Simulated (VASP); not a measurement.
# BaTiO3 (P4mm) in VASP: settings compared

BaTiO3 is run at these levels: b88 exchange, pbe correlation; tasks: single point.

Everything below comes from runs of VASP 6.6.1. Logs are shortened: lines on timing, memory, paths and dates and some standing lists are left out, and cuts for length are marked.

### 1 The cell of the first run

The structure is tetragonal, space group P4mm (No. 99). Conventional cell: a = 3.918 Å, b = 3.918 Å, c = 3.936 Å, α = 90.00°, β = 90.00°, γ = 90.00°. Within 3.6 Å of Ba (site symmetry 4mm) lie 12 O at 2.73 to 2.82 Å and 8 Ti at 3.38 to 3.42 Å. Ti (site symmetry 4mm) has 6 O at 1.85 to 2.08 Å within 2.5 Å. Within 2.6 Å of O (site symmetry 2mm) lie 2 Ti at 1.96 Å. Within 2.5 Å of O (site symmetry 4mm) lie 2 Ti at 1.85 to 2.08 Å.

### 2 Single point, b88 exchange, pbe correlation

The input, INCAR:

```
SYSTEM = BaTiO3
PREC = Accurate
ENCUT = 600
EDIFF = 1E-6
ISMEAR = -1
SIGMA = 0.05
LREAL = .False.
LASPH = .True.
NELM = 120
ALGO = Normal
ISIF = 2
LWAVE = .False.
LCHARG = .False.
GGA = LIBXC
LIBXC1 = GGA_X_B88
LIBXC2 = GGA_C_PBE
NBANDS = 28
GGA_COMPAT = .False.
```

The input, KPOINTS:

```
regular mesh
0
Gamma
  7 7 7
  0 0 0
```

The input, POSCAR:

```
BaTiO3
1.0
    3.9181485176      0.0000000000      0.0000000000
    0.0000000000      3.9181485176      0.0000000000
    0.0000000000      0.0000000000      3.9359769848
Ba Ti O
1 1 3
Direct
    0.0000000000      0.0000000000      0.0000000000
    0.5000000000      0.5000000000      0.4900000000
    0.0000000000      0.5000000000      0.5170000000
    0.5000000000      0.0000000000      0.5170000000
    0.5000000000      0.5000000000      0.0190000000
```

Potentials or basis: VASP PAW PBE potentials, release 64 (Ba_sv, Ti_sv, O).

Run with:

```console
$ cat potpaw_PBE.64/Ba_sv/POTCAR potpaw_PBE.64/Ti_sv/POTCAR potpaw_PBE.64/O/POTCAR > POTCAR
$ mpirun -np 1 vasp_std > vasp.out
```

OUTCAR:

```text
SYSTEM = BaTiO3
   PREC = Accurate
   ENCUT = 600
   EDIFF = 1E-6
   ISMEAR = -1
   LREAL = .False.
   LASPH = .True.
   NELM = 120
   ISIF = 2
   GGA = LIBXC

 ion  position               nearest neighbor table
   1  0.000  0.000  0.000-   3 2.73   4 2.73   3 2.73   4 2.73   5 2.77   5 2.77   5 2.77   5 2.77
                             4 2.82   3 2.82   4 2.82   3 2.82   2 3.38   2 3.38   2 3.38   2 3.38
   2  0.500  0.500  0.490-   5 1.85   4 1.96   3 1.96   4 1.96   3 1.96   5 2.08   1 3.38   1 3.38
                             1 3.38   1 3.38   1 3.42   1 3.42   1 3.42   1 3.42
   3  0.000  0.500  0.517-   2 1.96   2 1.96   1 2.73   1 2.73   1 2.82   1 2.82
   4  0.500  0.000  0.517-   2 1.96   2 1.96   1 2.73   1 2.73   1 2.82   1 2.82
   5  0.500  0.500  0.019-   2 1.85   2 2.08   1 2.77   1 2.77   1 2.77   1 2.77

  LATTYP: Found a simple tetragonal cell.
 ALAT       =     3.9181485176
 C/A-ratio  =     1.0045502275

  Lattice vectors:

 A1 = (   3.9181485176,   0.0000000000,   0.0000000000)
 A2 = (   0.0000000000,   3.9181485176,   0.0000000000)
 A3 = (   0.0000000000,   0.0000000000,   3.9359769848)

Analysis of symmetry for initial positions (statically):
=====================================================================
 Subroutine PRICEL returns:
 Original cell was already a primitive cell.

 Routine SETGRP: Setting up the symmetry group for a
 simple tetragonal supercell.

 Subroutine GETGRP returns: Found  8 space group operations
 (whereof  8 operations were pure point group operations)
 out of a pool of 16 trial point group operations.

The static configuration has the point symmetry C_4v.

Analysis of symmetry for dynamics (positions and initial velocities):
=====================================================================
 Subroutine PRICEL returns:
 Original cell was already a primitive cell.

 Routine SETGRP: Setting up the symmetry group for a
 simple tetragonal supercell.

 Subroutine GETGRP returns: Found  8 space group operations
 (whereof  8 operations were pure point group operations)
 out of a pool of 16 trial point group operations.

The dynamic configuration has the point symmetry C_4v.

 Subroutine INISYM returns: Found  8 space group operations
 (whereof  8 operations are pure point group operations),
 and found     1 'primitive' translations

----------------------------------------------------------------------------------------

                                     Primitive cell

  volume of cell :      60.4247

  direct lattice vectors                    reciprocal lattice vectors
     3.918148518  0.000000000  0.000000000     0.255222587  0.000000000  0.000000000
     0.000000000  3.918148518  0.000000000     0.000000000  0.255222587  0.000000000
     0.000000000  0.000000000  3.935976985     0.000000000  0.000000000  0.254066526

  length of vectors
     3.918148518  3.918148518  3.935976985     0.255222587  0.255222587  0.254066526

  position of ions in fractional coordinates (direct lattice)
     0.000000000  0.000000000  0.000000000
     0.500000000  0.500000000  0.490000000
     0.000000000  0.500000000  0.517000000
     0.500000000  0.000000000  0.517000000
     0.500000000  0.500000000  0.019000000

  ion indices of the primitive-cell ions
   primitive index   ion index
                 1           1
                 2           2
                 3           3
                 4           4
                 5           5

----------------------------------------------------------------------------------------

 KPOINTS: regular mesh

Automatic generation of k-mesh.
 Grid dimensions read from file:
 generate k-points for:    7    7    7

 Generating k-lattice:

  Cartesian coordinates                     Fractional coordinates (reciprocal lattice)
     0.036460370  0.000000000  0.000000000     0.142857143  0.000000000  0.000000000
     0.000000000  0.036460370  0.000000000     0.000000000  0.142857143  0.000000000
     0.000000000  0.000000000  0.036295218     0.000000000  0.000000000  0.142857143

  Length of vectors
     0.036460370  0.036460370  0.036295218

  Shift w.r.t. Gamma in fractional coordinates (k-lattice)
     0.000000000  0.000000000  0.000000000

 Subroutine IBZKPT returns following result:
 ===========================================

 Found     40 irreducible k-points:

 Following reciprocal coordinates:
            Coordinates               Weight
  0.000000  0.000000  0.000000      1.000000
  0.142857  0.000000  0.000000      4.000000
  0.285714  0.000000  0.000000      4.000000
  0.428571  0.000000  0.000000      4.000000
  0.142857  0.142857  0.000000      4.000000
  0.285714  0.142857  0.000000      8.000000
[... 16 lines left out ...]
  0.285714  0.000000  0.285714      8.000000
  0.428571  0.000000  0.285714      8.000000
 [... further k-points ...]
   k-points           NKPTS =     40   k-points in BZ     NKDIM =     40   number of bands    NBANDS=     28
   number of dos      NEDOS =    301   number of ions     NIONS =      5
   total plane-waves  NPLWV =  32768
   dimension x,y,z NGX =    32 NGY =   32 NGZ =   32
   dimension x,y,z NGXF=    64 NGYF=   64 NGZF=   64
   ions per type =               1   1   3
   NGX,Y,Z   is equivalent  to a cutoff of  13.58, 13.58, 13.52 a.u.
   NGXF,Y,Z  is equivalent  to a cutoff of  27.16, 27.16, 27.03 a.u.
 SYSTEM =  BaTiO3
   PREC   = accura    normal or accurate (medium, high low for compatibility)
   ISTART =      0    job   : 0-new  1-cont  2-samecut
   ICHARG =      2    charge: 1-file 2-atom 10-const
   ISPIN  =      1    spin polarized calculation?
   LNONCOLLINEAR =      F non collinear calculations
   LSORBIT =      F    spin-orbit coupling
   LASPH  =      T    aspherical Exc in radial PAW
   ENCUT  =  600.0 eV  44.10 Ry    6.64 a.u.   7.83  7.83  7.86*2*pi/ulx,y,z
   NELM   =    120;   NELMIN=  2; NELMDL= -5     # of ELM steps
   EDIFF  = 0.1E-05   stopping-criterion for ELM
   LREAL  =      F    real-space projection
   EDIFFG = 0.1E-04   stopping-criterion for IOM
   NSW    =      0    number of steps for IOM
   IBRION =     -1    ionic relax: 0-MD 1-quasi-New 2-CG
   NFREE  =      0    steps in history (QN), initial steepest desc. (CG)
   ISIF   =      2    stress and relaxation
   ISYM   =      2    0-nonsym 1-usesym 2-fastsym
   POTIM  = 0.5000    time-step for ionic-motion
   TEBEG  =    0.0;   TEEND  =   0.0 temperature during run
   PSTRESS=    0.0 pullay stress
   NELECT =      40.0000    total number of electrons
   NUPDOWN=      -1.0000    fix difference up-down
   EMIN   =  10.00;   EMAX   =-10.00  energy-range for DOS
   EFERMI =   0.00;   METHOD = LEGACY
   ISMEAR =    -1;   SIGMA  =   0.05  broadening in eV -4-tet -1-fermi 0-gaus
   EFERMI_NEDOS =   21; number of points for ismear=-14 and -15
   IALGO  =     38    algorithm
   IMIX   =      4    mixing-type and parameters
     AMIX     =   0.40;   BMIX     =  1.00
     AMIX_MAG =   1.60;   BMIX_MAG =  1.00
  volume/ion in A,a.u.               =      12.08        81.55
  Fermi-wavevector in a.u.,A,eV,Ry     =   1.426779  2.696221 27.697358  2.035698
  Thomas-Fermi vector in A             =   2.547019
   LORBIT       =      0    0 simple, 1 ext, 2 COOP (PROOUT), +10 PAW based schemes
   GGA     = LIBXC    functional components
   LHFCALC =     F    Hartree Fock is set to
   AEXX    =    0.0000 exact exchange contribution
   IVDW    =     0    specifies the selected vdW correction
   LEPSILON=     F    determine dielectric tensor
   LRPA    =     F    only Hartree local field effects (RPA)
 non-spin polarized calculation
  energy-cutoff  :      600.00
  volume of cell :       60.42
 maximum number of plane-waves:      2030
 NGX is ok and might be reduce to    32
   NGX = 15   NGY = 15   NGZ = 15

 number of electron      39.9999981 magnetization

 Free energy of the ion-electron system (eV)
  ---------------------------------------------------
  ext. energy  EPLUGINS =         0.00000000
  ---------------------------------------------------
  free energy    TOTEN  =       -39.13897397 eV

  energy without entropy =      -39.13897397  energy(sigma->0) =      -39.13897397

 E-fermi :   5.2097     XC(G=0): -11.6122

 val. band max:        4.1702846583   @ k =   0.4286   0.4286   0.4286
 cond. band min:       6.1690478524   @ k =   0.0000   0.0000   0.0000
 fundamental gap:      1.9987631940
 Fermi energy:         5.2096655255

 k-point     1 :       0.0000    0.0000    0.0000
  band No.  band energies     occupation
      1     -52.0500      2.00000
      2     -28.3550      2.00000
      3     -28.3171      2.00000
      4     -28.3171      2.00000
      5     -20.4746      2.00000
      6     -12.7767      2.00000
[... 20 lines left out ...]
     27       9.4224      0.00000
     28      12.2907      0.00000

 k-point     2 :       0.1429    0.0000    0.0000
  band No.  band energies     occupation
      1     -52.0498      2.00000
      2     -28.3545      2.00000
      3     -28.3308      2.00000
      4     -28.3166      2.00000
      5     -20.4442      2.00000
      6     -12.8096      2.00000
[... 20 lines left out ...]
     27       9.8313      0.00000
     28      12.7858      0.00000

 k-point     3 :       0.2857    0.0000    0.0000
  band No.  band energies     occupation
      1     -52.0491      2.00000
      2     -28.3613      2.00000
      3     -28.3531      2.00000
      4     -28.3154      2.00000
      5     -20.3742      2.00000
      6     -12.9602      2.00000
[... 20 lines left out ...]
     27      10.8962      0.00000
     28      12.8731      0.00000

 k-point     4 :       0.4286    0.0000    0.0000
  band No.  band energies     occupation
      1     -52.0486      2.00000
      2     -28.3855      2.00000
      3     -28.3522      2.00000
      4     -28.3144      2.00000
      5     -20.3164      2.00000
      6     -13.1150      2.00000
[... 20 lines left out ...]
     27      12.0009      0.00000
     28      12.7382      0.00000

 k-point     5 :       0.1429    0.1429    0.0000
  band No.  band energies     occupation
      1     -52.0495      2.00000
      2     -28.3540      2.00000
      3     -28.3305      2.00000
      4     -28.3297      2.00000
      5     -20.4159      2.00000
      6     -12.8097      2.00000
[... 20 lines left out ...]
     27      10.1933      0.00000
     28      12.9379      0.00000

 k-point     6 :       0.2857    0.1429    0.0000
  band No.  band energies     occupation
      1     -52.0489      2.00000
      2     -28.3605      2.00000
      3     -28.3526      2.00000
      4     -28.3287      2.00000
      5     -20.3509      2.00000
      6     -12.8954      2.00000
[... 463 lines left out ...]
      5     -20.3775      2.00000
      6     -12.9325      2.00000
[... 20 lines left out ...]
     27      10.9178      0.00000
     28      12.8678      0.00000

 k-point    22 :       0.1429    0.0000    0.2857
  band No.  band energies     occupation
      1     -52.0489      2.00000
      2     -28.3966      2.00000
      3     -28.3288      2.00000
      4     -28.3149      2.00000
      5     -20.3541      2.00000
      6     -12.8645      2.00000
[... 20 lines left out ...]
     27      11.3061      0.00000
     28      13.1668      0.00000

 k-point    23 :       0.2857    0.0000    0.2857
  band No.  band energies     occupation
      1     -52.0483      2.00000
      2     -28.3947      2.00000
      3     -28.3587      2.00000
      4     -28.3137      2.00000
      5     -20.3005      2.00000
      6     -12.7626      2.00000
[... 20 lines left out ...]
     27      12.3614      0.00000
     28      13.2838      0.00000

 k-point    24 :       0.4286    0.0000    0.2857
  band No.  band energies     occupation
      1     -52.0478      2.00000
      2     -28.3932      2.00000
      3     -28.3824      2.00000
      4     -28.3128      2.00000
      5     -20.2564      2.00000
      6     -12.7573      2.00000
[... 20 lines left out ...]
     27      13.0962      0.00000
     28      13.5538      0.00000

 [... further k-points ...]

------------------------ aborting loop because EDIFF is reached ----------------------------------------

  FORCE on cell =-STRESS in cart. coord.  units (eV):
  Direction    XX          YY          ZZ          XY          YZ          ZX
  --------------------------------------------------------------------------------------
  -------------------------------------------------------------------------------------
  Total        5.9606170      5.9606170      6.4172086      0.0000000     -0.0000000      0.0000000
  in kB      158.0474383    158.0474383    170.1540921      0.0000000     -0.0000000      0.0000000
  external PRESSURE =     162.0829896 kB  Pullay stress =       0.0000000 kB

 VOLUME and BASIS-vectors are now :
 -----------------------------------------------------------------------------
  energy-cutoff  :      600.00
  volume of cell :       60.42
      direct lattice vectors                 reciprocal lattice vectors
     3.918148518  0.000000000  0.000000000     0.255222587  0.000000000  0.000000000
     0.000000000  3.918148518  0.000000000     0.000000000  0.255222587  0.000000000
     0.000000000  0.000000000  3.935976985     0.000000000  0.000000000  0.254066526

 POSITION                                       TOTAL-FORCE (eV/Angst)
 -----------------------------------------------------------------------------------
      0.00000      0.00000      0.00000         0.000000      0.000000      0.137814
      1.95907      1.95907      1.92863        -0.000000     -0.000000      0.188127
      0.00000      1.95907      2.03490         0.000000      0.000000     -0.099589
      1.95907      0.00000      2.03490         0.000000      0.000000     -0.099589
      1.95907      1.95907      0.07478         0.000000      0.000000     -0.126763
 -----------------------------------------------------------------------------------
    total drift:                                0.000000     -0.000000      0.000898

  FREE ENERGIE OF THE ION-ELECTRON SYSTEM (eV)
  ---------------------------------------------------
  free  energy   TOTEN  =       -39.1389739715 eV

  energy  without entropy=      -39.1389739713  energy(sigma->0) =      -39.13897397
```

Run time: 47 s. Hardware: 1 thread of AMD EPYC 9R45 (Zen 5), shared host; peak memory 0.2 GiB.

What came out:

```yaml
Free_energy: -39.1390 eV
Pressure: 16.2 GPa
Largest_force: 0.188 eV/Å
Band_gap_on_the_k_mesh: 2.00 eV (least direct gap 2.14 eV)
```

Forces on the atoms (eV/Å):
```
Ba   0.000  0.000  0.138
Ti   0.000  0.000  0.188
O    0.000  0.000 -0.100
O    0.000  0.000 -0.100
O    0.000  0.000 -0.127
```

Caveat: the cell stands under pressure; the PAW data sets were made with another functional, which shifts forces and pressure a little; spin-orbit coupling is left out, which moves the levels of the heavy elements. A k mesh can miss the band edges.

(Part 1 of 2 ends here.)
